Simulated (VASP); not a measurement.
# HgTe (rocksalt type) (Fm-3m) in VASP: electric field gradients with r2SCAN

Aim: the electric field gradients of HgTe (rocksalt type) with r2SCAN.

All numbers are computed with VASP 6.6.1; they aren't measurements. Logs are shortened: lines on timing, memory, paths and dates and some standing lists are left out, and cuts for length are marked.

**1. The cell of the first run**

It takes space group Fm-3m (No. 225, cubic). The conventional cell has a = 6.226 Å, b = 6.226 Å, c = 6.226 Å, α = 90.00°, β = 90.00°, γ = 90.00°. Hg (site symmetry m-3m) has 6 Te at 3.11 Å within 4.1 Å. Te (site symmetry m-3m) has 6 Hg at 3.11 Å within 4.1 Å.

**2. Electric field gradients, r2SCAN (30.17 Å³/atom)**

Input file POSCAR:

```
HgTe
1.0
    0.0000000000      3.1131188710      3.1131188710
    3.1131188710      0.0000000000      3.1131188710
    3.1131188710      3.1131188710      0.0000000000
Hg Te
1 1
Direct
    0.0000000000      0.0000000000      0.0000000000
    0.5000000000      0.5000000000      0.5000000000
```

Input file INCAR.step1:

```
PREC = Accurate
ENCUT = 440
ISMEAR = -1
SIGMA = 0.08
LREAL = False
LASPH = True
NELM = 120
NBANDS = 16
GGA = PE
ALGO = Normal
EDIFF = 1E-5
LWAVE = True
LCHARG = False
GGA_COMPAT = False
```

Input file INCAR.step2:

```
PREC = Accurate
ENCUT = 440
EDIFF = 1E-8
ISMEAR = -1
SIGMA = 0.08
LREAL = False
LASPH = True
NELM = 120
ALGO = Normal
ISIF = 2
LWAVE = False
LCHARG = False
METAGGA = R2SCAN
LMIXTAU = True
LEFG = True
NBANDS = 16
ISTART = 1
GGA_COMPAT = False
```

Input file KPOINTS:

```
Automatic mesh
0
Gamma
  12 12 12
```

Potentials or basis: VASP PAW PBE potentials, release 64 (Hg, Te).

Command:

```
> cat potpaw_PBE.64/Hg/POTCAR potpaw_PBE.64/Te/POTCAR > POTCAR
> cp INCAR.step1 INCAR
> mpirun -np 1 vasp_std > vasp.out
> cp INCAR.step2 INCAR
> mpirun -np 1 vasp_std > vasp.out
```

OUTCAR:

```text
PREC = Accurate
   ENCUT = 440
   EDIFF = 1E-8
   ISMEAR = -1
   LREAL = False
   LASPH = True
   NELM = 120
   ISIF = 2
   METAGGA = R2SCAN
   ISTART = 1

 ion  position               nearest neighbor table
   1  0.000  0.000  0.000-   2 3.11   2 3.11   2 3.11   2 3.11   2 3.11   2 3.11
   2  0.500  0.500  0.500-   1 3.11   1 3.11   1 3.11   1 3.11   1 3.11   1 3.11

  LATTYP: Found a face centered cubic cell.
 ALAT       =     6.2262377420

  Lattice vectors:

 A1 = (   0.0000000000,   3.1131188710,   3.1131188710)
 A2 = (   3.1131188710,   0.0000000000,   3.1131188710)
 A3 = (   3.1131188710,   3.1131188710,   0.0000000000)

Analysis of symmetry for initial positions (statically):
=====================================================================
 Subroutine PRICEL returns:
 Original cell was already a primitive cell.

 Routine SETGRP: Setting up the symmetry group for a
 face centered cubic supercell.

 Subroutine GETGRP returns: Found 48 space group operations
 (whereof 48 operations were pure point group operations)
 out of a pool of 48 trial point group operations.

The static configuration has the point symmetry O_h .

Analysis of symmetry for dynamics (positions and initial velocities):
=====================================================================
 Subroutine PRICEL returns:
 Original cell was already a primitive cell.

 Routine SETGRP: Setting up the symmetry group for a
 face centered cubic supercell.

 Subroutine GETGRP returns: Found 48 space group operations
 (whereof 48 operations were pure point group operations)
 out of a pool of 48 trial point group operations.

The dynamic configuration has the point symmetry O_h .

 Subroutine INISYM returns: Found 48 space group operations
 (whereof 48 operations are pure point group operations),
 and found     1 'primitive' translations

----------------------------------------------------------------------------------------

                                     Primitive cell

  volume of cell :      60.3416

  direct lattice vectors                    reciprocal lattice vectors
     0.000000000  3.113118871  3.113118871    -0.160610635  0.160610635  0.160610635
     3.113118871  0.000000000  3.113118871     0.160610635 -0.160610635  0.160610635
     3.113118871  3.113118871  0.000000000     0.160610635  0.160610635 -0.160610635

  length of vectors
     4.402614929  4.402614929  4.402614929     0.278185781  0.278185781  0.278185781

  position of ions in fractional coordinates (direct lattice)
     0.000000000  0.000000000  0.000000000
     0.500000000  0.500000000  0.500000000

  ion indices of the primitive-cell ions
   primitive index   ion index
                 1           1
                 2           2

----------------------------------------------------------------------------------------

 KPOINTS: Automatic mesh

Automatic generation of k-mesh.
 Grid dimensions read from file:
 generate k-points for:   12   12   12

 Generating k-lattice:

  Cartesian coordinates                     Fractional coordinates (reciprocal lattice)
    -0.013384220  0.013384220  0.013384220     0.083333333  0.000000000  0.000000000
     0.013384220 -0.013384220  0.013384220     0.000000000  0.083333333  0.000000000
     0.013384220  0.013384220 -0.013384220     0.000000000  0.000000000  0.083333333

  Length of vectors
     0.023182148  0.023182148  0.023182148

  Shift w.r.t. Gamma in fractional coordinates (k-lattice)
     0.000000000  0.000000000  0.000000000

 Subroutine IBZKPT returns following result:
 ===========================================

 Found     72 irreducible k-points:

 Following reciprocal coordinates:
            Coordinates               Weight
  0.000000  0.000000  0.000000      1.000000
  0.083333  0.000000  0.000000      8.000000
  0.166667  0.000000  0.000000      8.000000
  0.250000  0.000000  0.000000      8.000000
  0.333333  0.000000  0.000000      8.000000
  0.416667  0.000000  0.000000      8.000000
[... 16 lines left out ...]
  0.500000  0.166667  0.000000     24.000000
 -0.416667  0.166667  0.000000     24.000000
 [... further k-points ...]
   k-points           NKPTS =     72   k-points in BZ     NKDIM =     72   number of bands    NBANDS=     16
   number of dos      NEDOS =    301   number of ions     NIONS =      2
   total plane-waves  NPLWV =  27000
   dimension x,y,z NGX =    30 NGY =   30 NGZ =   30
   dimension x,y,z NGXF=    60 NGYF=   60 NGZF=   60
   ions per type =               1   1
   NGX,Y,Z   is equivalent  to a cutoff of  11.33, 11.33, 11.33 a.u.
   NGXF,Y,Z  is equivalent  to a cutoff of  22.66, 22.66, 22.66 a.u.
 SYSTEM =  unknown system
   PREC   = accura    normal or accurate (medium, high low for compatibility)
   ISTART =      1    job   : 0-new  1-cont  2-samecut
   ICHARG =      0    charge: 1-file 2-atom 10-const
   ISPIN  =      1    spin polarized calculation?
   LNONCOLLINEAR =      F non collinear calculations
   LSORBIT =      F    spin-orbit coupling
   LASPH  =      T    aspherical Exc in radial PAW
   ENCUT  =  440.0 eV  32.34 Ry    5.69 a.u.   7.53  7.53  7.53*2*pi/ulx,y,z
   NELM   =    120;   NELMIN=  2; NELMDL=  0     # of ELM steps
   EDIFF  = 0.1E-07   stopping-criterion for ELM
   LREAL  =      F    real-space projection
   EDIFFG = 0.1E-06   stopping-criterion for IOM
   NSW    =      0    number of steps for IOM
   IBRION =     -1    ionic relax: 0-MD 1-quasi-New 2-CG
   NFREE  =      0    steps in history (QN), initial steepest desc. (CG)
   ISIF   =      2    stress and relaxation
   ISYM   =      2    0-nonsym 1-usesym 2-fastsym
   POTIM  = 0.5000    time-step for ionic-motion
   TEBEG  =    0.0;   TEEND  =   0.0 temperature during run
   PSTRESS=    0.0 pullay stress
   NELECT =      18.0000    total number of electrons
   NUPDOWN=      -1.0000    fix difference up-down
   EMIN   =  10.00;   EMAX   =-10.00  energy-range for DOS
   EFERMI =   0.00;   METHOD = LEGACY
   ISMEAR =    -1;   SIGMA  =   0.08  broadening in eV -4-tet -1-fermi 0-gaus
   EFERMI_NEDOS =   21; number of points for ismear=-14 and -15
   IALGO  =     38    algorithm
   IMIX   =      4    mixing-type and parameters
     AMIX     =   0.40;   BMIX     =  1.00
     AMIX_MAG =   1.60;   BMIX_MAG =  1.00
  volume/ion in A,a.u.               =      30.17       203.60
  Fermi-wavevector in a.u.,A,eV,Ry     =   1.093856  2.067087 16.279642  1.196520
  Thomas-Fermi vector in A             =   2.230149
   LORBIT       =      0    0 simple, 1 ext, 2 COOP (PROOUT), +10 PAW based schemes
   METAGGA = R2SCAN    functional components
   LHFCALC =     F    Hartree Fock is set to
   AEXX    =    0.0000 exact exchange contribution
   IVDW    =     0    specifies the selected vdW correction
   LEPSILON=     F    determine dielectric tensor
   LRPA    =     F    only Hartree local field effects (RPA)
 non-spin polarized calculation
  energy-cutoff  :      440.00
  volume of cell :       60.34
 maximum number of plane-waves:      1284
   NGX = 15   NGY = 15   NGZ = 15

 number of electron      18.0000006 magnetization

 Free energy of the ion-electron system (eV)
  ---------------------------------------------------
  ext. energy  EPLUGINS =         0.00000000
  ---------------------------------------------------
  free energy    TOTEN  =       -74.83955056 eV

  energy without entropy =      -74.81354226  energy(sigma->0) =      -74.82654641

 E-fermi :   3.5259     XC(G=0): -10.1124

 val. band max:        3.4911057796   @ k =   0.5000   0.0833   0.0000
 cond. band min:       3.5545458064   @ k =  -0.2500   0.2500   0.0000
 fundamental gap:      0.0634400267
 Fermi energy:         3.5258566700

 k-point     1 :       0.0000    0.0000    0.0000
  band No.  band energies     occupation
      1      -8.4959      2.00000
      2      -3.2493      2.00000
      3      -3.2493      2.00000
      4      -3.1885      2.00000
      5      -3.1885      2.00000
      6      -3.1885      2.00000
[... 8 lines left out ...]
     15      11.6657      0.00000
     16      11.6657      0.00000

 k-point     2 :       0.0833    0.0000    0.0000
  band No.  band energies     occupation
      1      -8.4395      2.00000
      2      -3.2691      2.00000
      3      -3.2691      2.00000
      4      -3.1943      2.00000
      5      -3.1817      2.00000
      6      -3.1817      2.00000
[... 8 lines left out ...]
     15      11.8755      0.00000
     16      11.8755      0.00000
[... 387 lines left out ...]
      5      -3.0490      2.00000
      6      -3.0393      2.00000
[... 8 lines left out ...]
     15      15.0858      0.00000
     16      15.5126      0.00000

 k-point    24 :      -0.4167    0.1667    0.0000
  band No.  band energies     occupation
      1      -7.4057      2.00000
      2      -3.5119      2.00000
      3      -3.4538      2.00000
      4      -3.3197      2.00000
      5      -3.0493      2.00000
      6      -3.0315      2.00000
[... 8 lines left out ...]
     15      14.1916      0.00000
     16      14.6683      0.00000

 [... further k-points ...]
[... 5 lines left out ...]
  --------------------------------------------------------------------------------------
  -------------------------------------------------------------------------------------
  Total       -1.0180692     -1.0180692     -1.0180692      0.0000000     -0.0000000      0.0000000
  in kB      -27.0315386    -27.0315386    -27.0315386      0.0000000     -0.0000000      0.0000000
  external PRESSURE =     -27.0315386 kB  Pullay stress =       0.0000000 kB

 VOLUME and BASIS-vectors are now :
 -----------------------------------------------------------------------------
  energy-cutoff  :      440.00
  volume of cell :       60.34
      direct lattice vectors                 reciprocal lattice vectors
     0.000000000  3.113118871  3.113118871    -0.160610635  0.160610635  0.160610635
     3.113118871  0.000000000  3.113118871     0.160610635 -0.160610635  0.160610635
     3.113118871  3.113118871  0.000000000     0.160610635  0.160610635 -0.160610635

 POSITION                                       TOTAL-FORCE (eV/Angst)
 -----------------------------------------------------------------------------------
      0.00000      0.00000      0.00000        -0.000000     -0.000000      0.000000
      3.11312      3.11312      3.11312         0.000000      0.000000     -0.000000
 -----------------------------------------------------------------------------------
    total drift:                               -0.000000      0.000000      0.000000

  FREE ENERGIE OF THE ION-ELECTRON SYSTEM (eV)
  ---------------------------------------------------
  free  energy   TOTEN  =       -74.8395505561 eV

  energy  without entropy=      -74.8135422552  energy(sigma->0) =      -74.82654641

 Electric field gradients (V/A^2)
---------------------------------------------------------------------
 ion       V_xx      V_yy      V_zz      V_xy      V_xz      V_yz
---------------------------------------------------------------------
   1      -0.000    -0.000    -0.000     0.001     0.001     0.001
   2       0.000    -0.000    -0.000    -0.000    -0.000    -0.000
---------------------------------------------------------------------

 Electric field gradients after diagonalization (V/A^2)
 (convention: |V_zz| > |V_xx| > |V_yy|)
----------------------------------------------------------------------
 ion       V_xx      V_yy      V_zz     asymmetry (V_yy - V_xx)/ V_zz
----------------------------------------------------------------------
   1      -0.001    -0.001     0.002       0.000
   2       0.000     0.000    -0.000       0.000
----------------------------------------------------------------------

           NMR quadrupolar parameters

 Cq : quadrupolar parameter    Cq=e*Q*V_zz/h
 eta: asymmetry parameters     (V_yy - V_xx)/ V_zz
 Q  : nuclear electric quadrupole moment in mb (millibarn)
----------------------------------------------------------------------
 ion       Cq(MHz)       eta       Q (mb)
----------------------------------------------------------------------
   1       0.000       0.000       1.000
   2      -0.000       0.000       1.000
----------------------------------------------------------------------
```

Wall time 4.1 min (1 thread of Intel Xeon 8259CL, shared host); peak memory 0.21 GiB.

What came out:

* Free energy: -74.8396 eV
* Pressure: -2.7 GPa
* Band gap on the k mesh: zero (bands 9 and 10 overlap by 2.32 eV)
* Largest electric field gradient by atom: under 0.05 V/Å² on every atom

Levels at points of the mesh, in eV from the Fermi level:
| k point | band 6 | band 7 | band 8 | band 9 | band 10 | band 11 | band 12 | band 13 |
| --- | --- | --- | --- | --- | --- | --- | --- | --- |
| (0.00, 0.00, 0.00) | -6.71 | -0.88 | -0.67 | -0.67 | -0.67 | 8.06 | 8.06 | 8.06 |
| (0.50, 0.00, 0.00) | -6.58 | -5.41 | 0.20 | 0.20 | 3.14 | 3.64 | 4.37 | 4.37 |
| (0.50, 0.50, 0.00) | -5.98 | -3.96 | -2.58 | -2.11 | -2.11 | 5.29 | 9.44 | 9.44 |

Caveat: the PAW data sets were made with another functional, which shifts forces and pressure a little; spin-orbit coupling is left out, which moves the levels of the heavy elements.

The gap in the log of VASP goes by the Fermi energy; the results here count the filled bands.